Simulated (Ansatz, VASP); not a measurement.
**MgO in VASP and in Ansatz**

The input INCAR:

```
SYSTEM = MgO
ALGO = Normal ; EDIFF = 1E-6
ENCUT = 520 ; GGA = PE
ISIF = 2 ; ISMEAR = 0
LASPH = .True. ; LCHARG = .False.
LREAL = .False. ; LWAVE = .False.
NBANDS = 11 ; NELM = 80
PREC = Accurate ; SIGMA = 0.05
```

File KPOINTS:

```
k-points
0
Gamma
  10 10 10
  0 0 0
```

Contents of POSCAR:

```
MgO
1.0
    0.0000000000      2.0205767601      2.2332690507
    2.0205767601      0.0000000000      2.2332690507
    2.0205767601      2.0205767601      0.0000000000
Mg O
1 1
Direct
    0.0000000000      0.0000000000      0.0000000000
    0.5000000000      0.5000000000      0.5000000000
```

Input for Ansatz:

```yaml
crystal:
  lattice:
    - [0.0, 2.0205767601, 2.2332690507]
    - [2.0205767601, 0.0, 2.2332690507]
    - [2.0205767601, 2.0205767601, 0.0]
  atoms:
    - { symbol: Mg, position: [0.0, 0.0, 0.0] }
    - { symbol: O, position: [0.5, 0.5, 0.5] }
basis:
  ecutwfc: 420
kpoints:
  mp_grid: { grid: [10, 10, 10] }
hamiltonian:
  xc: pbe
scf:
  occupations: { method: gaussian, width: 0.05 }
output:
  forces: true
  stress: true
  eigenvalues: true
```

Change from the starting cell: strain -0.050 along x and y, +0.050 along z, atoms carried along.

Alike in both runs: task single point; functional PBE; k mesh 10 × 10 × 10; occupations gaussian, width 0.05 eV; no spin polarisation.

|  | VASP | Ansatz |
| --- | --- | --- |
| version | VASP 6.6.1 | Ansatz 0.2.0 |
| potentials or method | VASP PAW PBE potentials, release 64 (Mg, O), cutoff 520 eV | scalar-relativistic, plane waves, PAW |
| valence electrons in the cell | 8 | 16 |

VASP gave:

- gap on the k mesh at the Fermi level (eV): 4.80
- least direct gap on the mesh (eV): 4.80
- pressure (GPa): 11.6
- traceless stress, the component that is largest in VASP (GPa): -14.33

Task: Which values does Ansatz return?

Result: gap on the k mesh at the Fermi level (eV): 4.82; least direct gap on the mesh (eV): 4.82; pressure (GPa): 12.3; traceless stress, the component that is largest in VASP (GPa): -14.24.

With one functional, cell and mesh, what is left measures potentials, basis and numerics. VASP's potentials hold 8 valence electrons a cell and Ansatz's 16, so a difference there can come from the potentials and not from the codes.
